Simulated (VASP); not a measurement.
# TiN (Osbornite) (Fm-3m) in VASP: notebook, part 2 of 2

VASP 6.6.1.

### 4 Single point, PBE

This run uses another cell than the first one, of 9.80 Å³/atom, 1.062 times its volume.

INCAR reads:

```
SYSTEM = TiN
  ALGO = Normal
  EDIFF = 1E-6
  ENCUT = 520
  GGA = PE
  ISIF = 2
  ISMEAR = -1
  LASPH = .TRUE.
  LCHARG = .FALSE.
  LREAL = .FALSE.
  LWAVE = .FALSE.
  NBANDS = 16
  NELM = 80
  PREC = Accurate
  SIGMA = 0.1
```

KPOINTS reads:

```
k-points
0
G
  12 12 12
  0 0 0
```

POSCAR reads:

```
TiN
1.0
    0.0000000000      2.1399815626      2.1399815626
    2.1399815626      0.0000000000      2.1399815626
    2.1399815626      2.1399815626      0.0000000000
Ti N
1 1
Direct
    0.0000000000      0.0000000000      0.0000000000
    0.5000000000      0.5000000000      0.5000000000
```

Potentials or basis: VASP PAW PBE potentials, release 64 (Ti_sv, N).

The run is started by

```sh
> cat potpaw_PBE.64/Ti_sv/POTCAR potpaw_PBE.64/N/POTCAR > POTCAR
> mpirun -np 1 vasp_std > vasp.out
```

OUTCAR:

```text
SYSTEM = TiN
   EDIFF = 1E-6
   ENCUT = 520
   GGA = PE
   ISIF = 2
   ISMEAR = -1
   LASPH = .TRUE.
   LREAL = .FALSE.
   NELM = 80
   PREC = Accurate

 ion  position               nearest neighbor table
   1  0.000  0.000  0.000-   2 2.14   2 2.14   2 2.14   2 2.14   2 2.14   2 2.14
   2  0.500  0.500  0.500-   1 2.14   1 2.14   1 2.14   1 2.14   1 2.14   1 2.14

  LATTYP: Found a face centered cubic cell.
 ALAT       =     4.2799631252

  Lattice vectors:

 A1 = (   0.0000000000,   2.1399815626,   2.1399815626)
 A2 = (   2.1399815626,   0.0000000000,   2.1399815626)
 A3 = (   2.1399815626,   2.1399815626,   0.0000000000)

Analysis of symmetry for initial positions (statically):
=====================================================================
 Subroutine PRICEL returns:
 Original cell was already a primitive cell.

 Routine SETGRP: Setting up the symmetry group for a
 face centered cubic supercell.

 Subroutine GETGRP returns: Found 48 space group operations
 (whereof 48 operations were pure point group operations)
 out of a pool of 48 trial point group operations.

The static configuration has the point symmetry O_h .

Analysis of symmetry for dynamics (positions and initial velocities):
[... 155 lines left out ...]

  energy without entropy =      -19.61664591  energy(sigma->0) =      -19.63065564

 E-fermi :  11.0598     XC(G=0): -12.8716

 val. band max:       11.0400951791   @ k =   0.1667   0.0000   0.0000
 cond. band min:      11.0742298448   @ k =   0.0833   0.0833   0.0000
 fundamental gap:      0.0341346657
 Fermi energy:        11.0597614214

 k-point     1 :       0.0000    0.0000    0.0000
  band No.  band energies     occupation
      1     -46.8254      2.00000
      2     -22.8233      2.00000
      3     -22.8233      2.00000
      4     -22.8233      2.00000
      5      -5.8475      2.00000
      6       9.0805      2.00000
[... 433 lines left out ...]
      3     -22.9756      2.00000
      4     -22.8951      2.00000
      5      -3.6820      2.00000
      6       3.7527      2.00000
[... 8 lines left out ...]
     15      23.7714      0.00000
     16      24.7438      0.00000

 [... further k-points ...]
[... 5 lines left out ...]
  --------------------------------------------------------------------------------------
  -------------------------------------------------------------------------------------
  Total       -0.6844324     -0.6844324     -0.6844324     -0.0000000     -0.0000000      0.0000000
  in kB      -55.9475435    -55.9475435    -55.9475435     -0.0000000     -0.0000000      0.0000000
  external PRESSURE =     -55.9475435 kB  Pullay stress =       0.0000000 kB

 VOLUME and BASIS-vectors are now :
 -----------------------------------------------------------------------------
  energy-cutoff  :      520.00
  volume of cell :       19.60
      direct lattice vectors                 reciprocal lattice vectors
     0.000000000  2.139981563  2.139981563    -0.233646873  0.233646873  0.233646873
     2.139981563  0.000000000  2.139981563     0.233646873 -0.233646873  0.233646873
     2.139981563  2.139981563  0.000000000     0.233646873  0.233646873 -0.233646873

 POSITION                                       TOTAL-FORCE (eV/Angst)
 -----------------------------------------------------------------------------------
      0.00000      0.00000      0.00000         0.000000      0.000000      0.000000
      2.13998      2.13998      2.13998        -0.000000     -0.000000     -0.000000
 -----------------------------------------------------------------------------------
    total drift:                                0.000000     -0.000000     -0.000000

  FREE ENERGIE OF THE ION-ELECTRON SYSTEM (eV)
  ---------------------------------------------------
  free  energy   TOTEN  =       -19.6446653717 eV

  energy  without entropy=      -19.6166459097  energy(sigma->0) =      -19.63065564
```

OSZICAR:

```text
N       E                     dE             d eps       ncg     rms          rms(c)
DAV:   1     0.132613465398E+03    0.13261E+03   -0.83030E+03  2312   0.126E+03
DAV:   2    -0.168272631902E+02   -0.14944E+03   -0.14017E+03  2544   0.345E+02
DAV:   3    -0.246591791000E+02   -0.78319E+01   -0.77619E+01  2944   0.818E+01
DAV:   4    -0.248473212387E+02   -0.18814E+00   -0.18802E+00  2752   0.119E+01
DAV:   5    -0.248520756408E+02   -0.47544E-02   -0.47544E-02  2768   0.172E+00    0.176E+01
DAV:   6    -0.200749439234E+02    0.47771E+01   -0.13302E+01  3008   0.529E+01    0.689E+00
DAV:   7    -0.196944853480E+02    0.38046E+00   -0.17770E+00  2792   0.165E+01    0.467E+00
DAV:   8    -0.199720121475E+02   -0.27753E+00   -0.12424E+00  2984   0.164E+01    0.618E+00
DAV:   9    -0.196566106173E+02    0.31540E+00   -0.42923E-01  2544   0.994E+00    0.158E+00
DAV:  10    -0.196482089918E+02    0.84016E-02   -0.34835E-02  2824   0.208E+00    0.479E-01
DAV:  11    -0.196447828000E+02    0.34262E-02   -0.47659E-03  3360   0.878E-01    0.188E-01
DAV:  12    -0.196446688067E+02    0.11399E-03   -0.47670E-04  2688   0.226E-01    0.375E-02
DAV:  13    -0.196446671416E+02    0.16651E-05   -0.44677E-05  2856   0.780E-02    0.187E-02
DAV:  14    -0.196446655593E+02    0.15823E-05   -0.54885E-06  2504   0.259E-02    0.883E-03
DAV:  15    -0.196446653717E+02    0.18752E-06   -0.11930E-06  2104   0.156E-02
   1 F= -.19644665E+02 E0= -.19630656E+02  d E =-.280195E-01
```

stdout:

```text
POSCAR found type information on POSCAR TiN
 POSCAR found :  2 types and       2 ions
 scaLAPACK will be used
 LDA part: xc-table for (Slater+PW92), standard interpolation
 POSCAR, INCAR and KPOINTS ok, starting setup
 FFT: planning ... GRIDC
 FFT: planning ... GRID_SOFT
 FFT: planning ... GRID
 WAVECAR not read
 entering main loop
```

Run time: 26 s. Hardware: 1 thread of AMD EPYC 7R13 (Zen 3), shared host; peak memory 0.12 GiB.

Results:

- Free energy: -19.6447 eV
- Pressure: -5.6 GPa

Levels at points of the mesh, in eV from the Fermi level:
```csv
k point,band 5,band 6,band 7,band 8,band 9,band 10,band 11,band 12,band 13,band 14
"(0.00, 0.00, 0.00)",-16.91,-1.98,-1.98,-1.98,-0.57,-0.57,-0.57,0.58,0.58,5.13
"(0.50, 0.00, 0.00)",-14.57,-7.88,-5.31,-5.31,1.63,1.63,2.28,5.54,5.54,5.97
"(0.50, 0.50, 0.00)",-15.51,-5.74,-3.16,-3.16,-2.92,1.59,2.30,2.30,3.43,10.29
```

### 5 Single point, PBE

This run uses another cell than the first one, of 10.09 Å³/atom, 1.093 times its volume.

INCAR reads:

```
SYSTEM = TiN
PREC = Accurate
ENCUT = 520
EDIFF = 1E-7
ISMEAR = -1
SIGMA = 0.1
LREAL = .False.
LASPH = .True.
NELM = 60
ALGO = Normal
ISIF = 2
LWAVE = .False.
LCHARG = .False.
GGA = PE
NBANDS = 16
```

KPOINTS reads:

```
Automatic mesh
0
Gamma
  12 12 12
  0 0 0
```

POSCAR reads:

```
TiN
1.0
    0.0000000000      2.1605595707      2.1605595707
    2.1605595707      0.0000000000      2.1605595707
    2.1605595707      2.1605595707      0.0000000000
Ti N
1 1
Direct
    0.0000000000      0.0000000000      0.0000000000
    0.5000000000      0.5000000000      0.5000000000
```

Potentials or basis: VASP PAW PBE potentials, release 64 (Ti_sv, N).

The run is started by

```sh
> cat potpaw_PBE.64/Ti_sv/POTCAR potpaw_PBE.64/N/POTCAR > POTCAR
> mpirun -np 1 vasp_std > vasp.out
```

OUTCAR:

```text
SYSTEM = TiN
   PREC = Accurate
   ENCUT = 520
   EDIFF = 1E-7
   ISMEAR = -1
   LREAL = .False.
   LASPH = .True.
   NELM = 60
   ISIF = 2
   GGA = PE

 ion  position               nearest neighbor table
   1  0.000  0.000  0.000-   2 2.16   2 2.16   2 2.16   2 2.16   2 2.16   2 2.16
   2  0.500  0.500  0.500-   1 2.16   1 2.16   1 2.16   1 2.16   1 2.16   1 2.16

  LATTYP: Found a face centered cubic cell.
 ALAT       =     4.3211191414

  Lattice vectors:

 A1 = (   0.0000000000,   2.1605595707,   2.1605595707)
 A2 = (   2.1605595707,   0.0000000000,   2.1605595707)
 A3 = (   2.1605595707,   2.1605595707,   0.0000000000)

Analysis of symmetry for initial positions (statically):
=====================================================================
 Subroutine PRICEL returns:
 Original cell was already a primitive cell.

 Routine SETGRP: Setting up the symmetry group for a
 face centered cubic supercell.

 Subroutine GETGRP returns: Found 48 space group operations
 (whereof 48 operations were pure point group operations)
[... 156 lines left out ...]
  ---------------------------------------------------
  ext. energy  EPLUGINS =         0.00000000
  ---------------------------------------------------
  free energy    TOTEN  =       -19.61297396 eV

  energy without entropy =      -19.58363564  energy(sigma->0) =      -19.59830480

 E-fermi :  10.6792     XC(G=0): -12.7150

 val. band max:       10.6599452553   @ k =   0.1667   0.0000   0.0000
 cond. band min:      10.6921831011   @ k =   0.0833   0.0833   0.0000
 fundamental gap:      0.0322378458
 Fermi energy:        10.6792416265

 k-point     1 :       0.0000    0.0000    0.0000
  band No.  band energies     occupation
      1     -47.2485      2.00000
      2     -23.2637      2.00000
      3     -23.2637      2.00000
      4     -23.2637      2.00000
      5      -6.0481      2.00000
      6       8.7412      2.00000
[... 433 lines left out ...]
      3     -23.4013      2.00000
      4     -23.3292      2.00000
      5      -3.9784      2.00000
      6       3.5359      2.00000
[... 8 lines left out ...]
     15      23.0903      0.00000
     16      24.0133      0.00000

 [... further k-points ...]
[... 5 lines left out ...]
  --------------------------------------------------------------------------------------
  -------------------------------------------------------------------------------------
  Total       -1.5530646     -1.5530646     -1.5530646      0.0000000      0.0000000     -0.0000000
  in kB     -123.3591523   -123.3591523   -123.3591523      0.0000000      0.0000000     -0.0000000
  external PRESSURE =    -123.3591523 kB  Pullay stress =       0.0000000 kB

 VOLUME and BASIS-vectors are now :
 -----------------------------------------------------------------------------
  energy-cutoff  :      520.00
  volume of cell :       20.17
      direct lattice vectors                 reciprocal lattice vectors
     0.000000000  2.160559571  2.160559571    -0.231421529  0.231421529  0.231421529
     2.160559571  0.000000000  2.160559571     0.231421529 -0.231421529  0.231421529
     2.160559571  2.160559571  0.000000000     0.231421529  0.231421529 -0.231421529

 POSITION                                       TOTAL-FORCE (eV/Angst)
 -----------------------------------------------------------------------------------
      0.00000      0.00000      0.00000         0.000000      0.000000     -0.000000
      2.16056      2.16056      2.16056         0.000000      0.000000      0.000000
 -----------------------------------------------------------------------------------
    total drift:                                0.000000     -0.000000     -0.000000

  FREE ENERGIE OF THE ION-ELECTRON SYSTEM (eV)
  ---------------------------------------------------
  free  energy   TOTEN  =       -19.6129739642 eV

  energy  without entropy=      -19.5836356358  energy(sigma->0) =      -19.59830480
```

Run time: 24 s. Hardware: 1 thread of AMD EPYC 7R13 (Zen 3), shared host; peak memory 0.12 GiB.

What came out:

```yaml
Free_energy: -19.6130 eV
Pressure: -12.3 GPa
```

Levels at points of the mesh, in eV from the Fermi level:
```csv
k point,band 7,band 8,band 9,band 10,band 11,band 12
"(0.00, 0.00, 0.00)",-1.94,-1.94,-0.54,-0.54,-0.54,0.55
"(0.50, 0.00, 0.00)",-5.16,-5.16,1.56,1.56,2.17,5.33
"(0.50, 0.50, 0.00)",-3.11,-3.11,-2.80,1.52,2.20,2.20
```

### 6 Summary

```csv
cell,gap on the mesh (eV),pressure (GPa)
"a = 2.966 Å, angles 60.0°, 2 atoms",none,11.6
"a = 2.997 Å, angles 60.0°, 2 atoms",none,2.4
"a = 3.026 Å, angles 60.0°, 2 atoms",none,-5.6
"a = 3.055 Å, angles 60.0°, 2 atoms",none,-12.3
```

Alike in all rows: task single point; level PBE; potentials or basis VASP PAW PBE potentials, release 64 (Ti_sv, N); no spin polarisation; k mesh 12 × 12 × 12; cutoff (eV) 520; smearing fermi-dirac 0.1 eV.

Total energies depend on the potentials used, so only differences within one code and one set of settings carry meaning.
